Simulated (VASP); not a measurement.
# CdSe (Cadmoselite) (P6_3mc) in VASP: relaxation of shape and atoms at fixed volume with r2SCAN

Aim: the relaxation of shape and atoms at fixed volume of CdSe (Cadmoselite) with r2SCAN.

Everything below comes from runs of VASP 6.6.1. Logs are shortened: lines on timing, memory, paths and dates and some standing lists are left out, and cuts for length are marked.

**1. The cell of the first run**

It takes space group P6_3mc (No. 186, hexagonal). Conventional cell: a = 4.398 Å, b = 4.398 Å, c = 7.168 Å, α = 90.00°, β = 90.00°, γ = 120.00°. Within 3.5 Å of Cd (site symmetry 3m) lie 4 Se at 2.69 to 2.70 Å. Se (site symmetry 3m) has 4 Cd at 2.69 to 2.70 Å within 3.5 Å.

**2. Relaxation of shape and atoms at fixed volume, r2SCAN (volume scaled by 1.040)**

Input file POSCAR:

```
CdSe
1.0
    4.3977796002      0.0000000000      0.0000000000
   -2.1988898001      3.8085888541      0.0000000000
    0.0000000000      0.0000000000      7.1684605731
Cd Se
2 2
Direct
    0.3333333333      0.6666666667      0.0044682707
    0.6666666667      0.3333333333      0.5044682707
    0.3333333333      0.6666666667      0.3805317293
    0.6666666667      0.3333333333      0.8805317293
```

Input file INCAR.step1:

```
ALGO = Normal ; EDIFF = 1E-4
ENCUT = 600 ; GGA = PE
ISMEAR = 0 ; LASPH = T
LCHARG = F ; LREAL = F
LWAVE = T ; NELM = 100
PREC = Accurate ; SIGMA = 0.05
```

Input file INCAR.step2:

```
ALGO = Normal ; EDIFF = 1E-6
EDIFFG = -0.01 ; ENCUT = 600
IBRION = 2 ; ISIF = 4
ISMEAR = 0 ; ISTART = 1
LASPH = T ; LCHARG = F
LMIXTAU = T ; LREAL = F
LWAVE = F ; METAGGA = R2SCAN
NELM = 100 ; NSW = 60
PREC = Accurate ; SIGMA = 0.05
```

Input file KPOINTS:

```
k-points
0
Gamma
  10 10 6
```

Potentials or basis: VASP PAW PBE potentials, release 64 (Cd, Se).

On the command line:

```sh
cat potpaw_PBE.64/Cd/POTCAR potpaw_PBE.64/Se/POTCAR > POTCAR
cp INCAR.step1 INCAR
mpirun -np 1 vasp_std > vasp.out
cp INCAR.step2 INCAR
mpirun -np 1 vasp_std > vasp.out
```

OUTCAR:

```text
EDIFF = 1E-6
   EDIFFG = -0.01
   ENCUT = 600
   IBRION = 2
   ISIF = 4
   ISMEAR = 0
   ISTART = 1
   LASPH = T
   LREAL = F
   METAGGA = R2SCAN
   NELM = 100
   NSW = 60
   PREC = Accurate

 ion  position               nearest neighbor table
   1  0.333  0.667  0.004-   4 2.69   4 2.69   4 2.69   3 2.70
   2  0.667  0.333  0.504-   3 2.69   3 2.69   3 2.69   4 2.70
   3  0.333  0.667  0.381-   2 2.69   2 2.69   2 2.69   1 2.70
   4  0.667  0.333  0.881-   1 2.69   1 2.69   1 2.69   2 2.70

  LATTYP: Found a hexagonal cell.
 ALAT       =     4.3977796002
 C/A-ratio  =     1.6300181512

  Lattice vectors:

 A1 = (   4.3977796002,   0.0000000000,   0.0000000000)
 A2 = (  -2.1988898001,   3.8085888541,   0.0000000000)
 A3 = (   0.0000000000,   0.0000000000,   7.1684605731)

Analysis of symmetry for initial positions (statically):
=====================================================================
 Subroutine PRICEL returns:
 Original cell was already a primitive cell.

 Routine SETGRP: Setting up the symmetry group for a
 hexagonal supercell.

 Subroutine GETGRP returns: Found 12 space group operations
 (whereof  6 operations were pure point group operations)
 out of a pool of 24 trial point group operations.

The static configuration has the point symmetry C_3v.
 The point group associated with its full space group is C_6v.

Analysis of symmetry for dynamics (positions and initial velocities):
=====================================================================
 Subroutine PRICEL returns:
 Original cell was already a primitive cell.

 Routine SETGRP: Setting up the symmetry group for a
 hexagonal supercell.

 Subroutine GETGRP returns: Found 12 space group operations
 (whereof  6 operations were pure point group operations)
 out of a pool of 24 trial point group operations.

The dynamic configuration has the point symmetry C_3v.
 The point group associated with its full space group is C_6v.

 Subroutine INISYM returns: Found 12 space group operations
 (whereof  6 operations are pure point group operations),
 and found     1 'primitive' translations

----------------------------------------------------------------------------------------

                                     Primitive cell

  volume of cell :     120.0669

  direct lattice vectors                    reciprocal lattice vectors
     4.397779600  0.000000000  0.000000000     0.227387475  0.131282220  0.000000000
    -2.198889800  3.808588854  0.000000000     0.000000000  0.262564440  0.000000000
     0.000000000  0.000000000  7.168460573     0.000000000  0.000000000  0.139499965

  length of vectors
     4.397779600  4.397779600  7.168460573     0.262564440  0.262564440  0.139499965

  position of ions in fractional coordinates (direct lattice)
     0.333333333  0.666666667  0.004468271
     0.666666667  0.333333333  0.504468271
     0.333333333  0.666666667  0.380531729
     0.666666667  0.333333333  0.880531729

  ion indices of the primitive-cell ions
   primitive index   ion index
                 1           1
                 2           2
                 3           3
                 4           4

----------------------------------------------------------------------------------------

 KPOINTS: k-points

Automatic generation of k-mesh.
 Grid dimensions read from file:
 generate k-points for:   10   10    6

 Generating k-lattice:

  Cartesian coordinates                     Fractional coordinates (reciprocal lattice)
     0.022738748  0.013128222  0.000000000     0.100000000 -0.000000000  0.000000000
     0.000000000  0.026256444  0.000000000     0.000000000  0.100000000  0.000000000
     0.000000000  0.000000000  0.023249994     0.000000000  0.000000000  0.166666667

  Length of vectors
     0.026256444  0.026256444  0.023249994

  Shift w.r.t. Gamma in fractional coordinates (k-lattice)
     0.000000000  0.000000000  0.000000000

 Subroutine IBZKPT returns following result:
 ===========================================

 Found     56 irreducible k-points:

 Following reciprocal coordinates:
            Coordinates               Weight
  0.000000  0.000000  0.000000      1.000000
  0.100000 -0.000000  0.000000      6.000000
  0.200000 -0.000000  0.000000      6.000000
  0.300000 -0.000000  0.000000      6.000000
  0.400000 -0.000000  0.000000      6.000000
  0.500000 -0.000000  0.000000      3.000000
[... 16 lines left out ...]
  0.300000  0.100000  0.166667     24.000000
  0.400000  0.100000  0.166667     24.000000
 [... further k-points ...]
   k-points           NKPTS =     56   k-points in BZ     NKDIM =     56   number of bands    NBANDS=     22
   number of dos      NEDOS =    301   number of ions     NIONS =      4
   total plane-waves  NPLWV =  77760
   dimension x,y,z NGX =    36 NGY =   36 NGZ =   60
   dimension x,y,z NGXF=    72 NGYF=   72 NGZF=  120
   ions per type =               2   2
   NGX,Y,Z   is equivalent  to a cutoff of  13.61, 13.61, 13.91 a.u.
   NGXF,Y,Z  is equivalent  to a cutoff of  27.22, 27.22, 27.83 a.u.
 SYSTEM =  unknown system
   PREC   = accura    normal or accurate (medium, high low for compatibility)
   ISTART =      1    job   : 0-new  1-cont  2-samecut
   ICHARG =      0    charge: 1-file 2-atom 10-const
   ISPIN  =      1    spin polarized calculation?
   LNONCOLLINEAR =      F non collinear calculations
   LSORBIT =      F    spin-orbit coupling
   LASPH  =      T    aspherical Exc in radial PAW
   ENCUT  =  600.0 eV  44.10 Ry    6.64 a.u.   8.78  8.78 14.32*2*pi/ulx,y,z
   NELM   =    100;   NELMIN=  2; NELMDL=  0     # of ELM steps
   EDIFF  = 0.1E-05   stopping-criterion for ELM
   LREAL  =      F    real-space projection
   EDIFFG = -.1E-01   stopping-criterion for IOM
   NSW    =     60    number of steps for IOM
   IBRION =      2    ionic relax: 0-MD 1-quasi-New 2-CG
   NFREE  =      1    steps in history (QN), initial steepest desc. (CG)
   ISIF   =      4    stress and relaxation
   ISYM   =      2    0-nonsym 1-usesym 2-fastsym
   POTIM  = 0.5000    time-step for ionic-motion
   TEBEG  =    0.0;   TEEND  =   0.0 temperature during run
   PSTRESS=    0.0 pullay stress
   NELECT =      36.0000    total number of electrons
   NUPDOWN=      -1.0000    fix difference up-down
   EMIN   =  10.00;   EMAX   =-10.00  energy-range for DOS
   EFERMI =   0.00;   METHOD = LEGACY
   ISMEAR =     0;   SIGMA  =   0.05  broadening in eV -4-tet -1-fermi 0-gaus
   EFERMI_NEDOS =   21; number of points for ismear=-14 and -15
   IALGO  =     38    algorithm
   IMIX   =      4    mixing-type and parameters
     AMIX     =   0.40;   BMIX     =  1.00
     AMIX_MAG =   1.60;   BMIX_MAG =  1.00
  volume/ion in A,a.u.               =      30.02       202.56
  Fermi-wavevector in a.u.,A,eV,Ry     =   1.095724  2.070618 16.335306  1.200611
  Thomas-Fermi vector in A             =   2.232053
   LORBIT       =      0    0 simple, 1 ext, 2 COOP (PROOUT), +10 PAW based schemes
   METAGGA = R2SCAN    functional components
   LHFCALC =     F    Hartree Fock is set to
   AEXX    =    0.0000 exact exchange contribution
   IVDW    =     0    specifies the selected vdW correction
   LEPSILON=     F    determine dielectric tensor
   LRPA    =     F    only Hartree local field effects (RPA)
 conjugate gradient relaxation of ions
 non-spin polarized calculation
 Gauss-broadening in eV      SIGMA  =   0.05
  energy-cutoff  :      600.00
  volume of cell :      120.07
 maximum number of plane-waves:      4044
 NGX is ok and might be reduce to    36
   NGX = 17   NGY = 17   NGZ = 29

 number of electron      36.0000010 magnetization

 Free energy of the ion-electron system (eV)
  ---------------------------------------------------
  ext. energy  EPLUGINS =         0.00000000
  ---------------------------------------------------
  free energy    TOTEN  =       -71.81313680 eV

  energy without entropy =      -71.81313680  energy(sigma->0) =      -71.81313680

 E-fermi :   0.3948     XC(G=0):  -9.1128

 val. band max:        0.1498014299   @ k =   0.0000   0.0000   0.0000
 cond. band min:       1.1505240321   @ k =   0.0000   0.0000   0.0000
 fundamental gap:      1.0007226022
 Fermi energy:         0.3947934041

 k-point     1 :       0.0000    0.0000    0.0000
  band No.  band energies     occupation
      1     -12.5187      2.00000
      2     -12.1892      2.00000
      3      -7.8169      2.00000
      4      -7.8120      2.00000
      5      -7.8120      2.00000
      6      -7.7510      2.00000
[... 14 lines left out ...]
     21       6.5186      0.00000
     22       6.5186      0.00000

 k-point     2 :       0.1000   -0.0000    0.0000
  band No.  band energies     occupation
      1     -12.4914      2.00000
      2     -12.1766      2.00000
      3      -7.8089      2.00000
      4      -7.8021      2.00000
      5      -7.7878      2.00000
      6      -7.7385      2.00000
[... 14 lines left out ...]
     21       6.1559      0.00000
     22       6.6683      0.00000

 k-point     3 :       0.2000   -0.0000    0.0000
  band No.  band energies     occupation
      1     -12.4180      2.00000
      2     -12.1453      2.00000
      3      -7.7861      2.00000
      4      -7.7779      2.00000
      5      -7.7225      2.00000
      6      -7.7027      2.00000
[... 14 lines left out ...]
     21       5.7219      0.00000
     22       6.6920      0.00000
[... 476 lines left out ...]
 k-point    23 :       0.3000    0.1000    0.1667
  band No.  band energies     occupation
      1     -12.2504      2.00000
      2     -12.1068      2.00000
      3      -7.7419      2.00000
      4      -7.7376      2.00000
      5      -7.6533      2.00000
      6      -7.6452      2.00000
[... 14 lines left out ...]
     21       5.5957      0.00000
     22       6.0178      0.00000

 k-point    24 :       0.4000    0.1000    0.1667
  band No.  band energies     occupation
      1     -12.1874      2.00000
      2     -12.0959      2.00000
      3      -7.7342      2.00000
      4      -7.7253      2.00000
      5      -7.6315      2.00000
      6      -7.6230      2.00000
[... 14 lines left out ...]
     21       5.5119      0.00000
     22       6.0585      0.00000

 [... further k-points ...]

------------------------ aborting loop because EDIFF is reached ----------------------------------------

  FORCE on cell =-STRESS in cart. coord.  units (eV):
  Direction    XX          YY          ZZ          XY          YZ          ZX
  --------------------------------------------------------------------------------------
  -------------------------------------------------------------------------------------
  Total       -1.2652829     -1.2652829     -1.2529473      0.0000000      0.0000000      0.0000000
  in kB      -16.8839775    -16.8839775    -16.7193709      0.0000000      0.0000000      0.0000000
  external PRESSURE =     -16.8291087 kB  Pullay stress =       0.0000000 kB

 VOLUME and BASIS-vectors are now :
 -----------------------------------------------------------------------------
  energy-cutoff  :      600.00
  volume of cell :      120.07
      direct lattice vectors                 reciprocal lattice vectors
     4.397779600  0.000000000  0.000000000     0.227387475  0.131282220  0.000000000
    -2.198889800  3.808588854  0.000000000     0.000000000  0.262564440  0.000000000
     0.000000000  0.000000000  7.168460573     0.000000000  0.000000000  0.139499965

 POSITION                                       TOTAL-FORCE (eV/Angst)
 -----------------------------------------------------------------------------------
     -0.00000      2.53906      0.03203        -0.000000     -0.000000     -0.000649
      2.19889      1.26953      3.61626         0.000000      0.000000     -0.000649
     -0.00000      2.53906      2.72783        -0.000000      0.000000      0.000649
      2.19889      1.26953      6.31206         0.000000      0.000000      0.000649
 -----------------------------------------------------------------------------------
    total drift:                               -0.000000     -0.000000      0.003228

  FREE ENERGIE OF THE ION-ELECTRON SYSTEM (eV)
  ---------------------------------------------------
  free  energy   TOTEN  =       -71.8131368000 eV

  energy  without entropy=      -71.8131368000  energy(sigma->0) =      -71.81313680

 reached required accuracy - stopping structural energy minimisation
```

Run time: 9.7 min. Hardware: 1 thread of Intel Xeon Platinum 8259CL at 2.50GHz (Skylake/Cascade Lake), shared host; peak memory 0.41 GiB.

What came out:

```yaml
Free_energy: -71.8131 eV
Pressure_after_relaxing: -1.7 GPa
Band_gap_on_the_k_mesh: 1.00 eV, direct
```

Final structure:
```cif
data_structure
_symmetry_space_group_name_H-M 'P 1'
_symmetry_Int_Tables_number 1
_cell_length_a 4.3978
_cell_length_b 4.3978
_cell_length_c 7.1685
_cell_angle_alpha 90.000
_cell_angle_beta 90.000
_cell_angle_gamma 120.000
_cell_volume 120.07
loop_
_atom_site_label
_atom_site_type_symbol
_atom_site_fract_x
_atom_site_fract_y
_atom_site_fract_z
_atom_site_occupancy
Cd1 Cd 0.33333 0.66667 0.00447 1
Cd2 Cd 0.66667 0.33333 0.50447 1
Se1 Se 0.33333 0.66667 0.38053 1
Se2 Se 0.66667 0.33333 0.88053 1
```

Levels at points of the mesh, in eV from the valence-band top:
```tsv
k point	band 14	band 15	band 16	band 17	band 18	band 19	band 20	band 21	band 22
(0.00, 0.00, 0.00)	-0.68	-0.68	-0.04	0.00	0.00	1.00	2.58	6.37	6.37
(0.50, 0.00, 0.00)	-3.37	-2.41	-1.68	-1.19	-0.68	3.53	3.70	5.10	6.39
(0.00, 0.00, 0.50)	-2.46	-0.36	-0.36	-0.36	-0.36	2.69	2.69	6.20	6.20
(0.50, 0.00, 0.50)	-3.90	-1.22	-1.22	-1.21	-1.21	3.30	3.30	5.25	5.25
```

Caveat: the relaxation stopped at its first step, so nothing moved; the PAW data sets were made with another functional, which shifts forces and pressure a little.
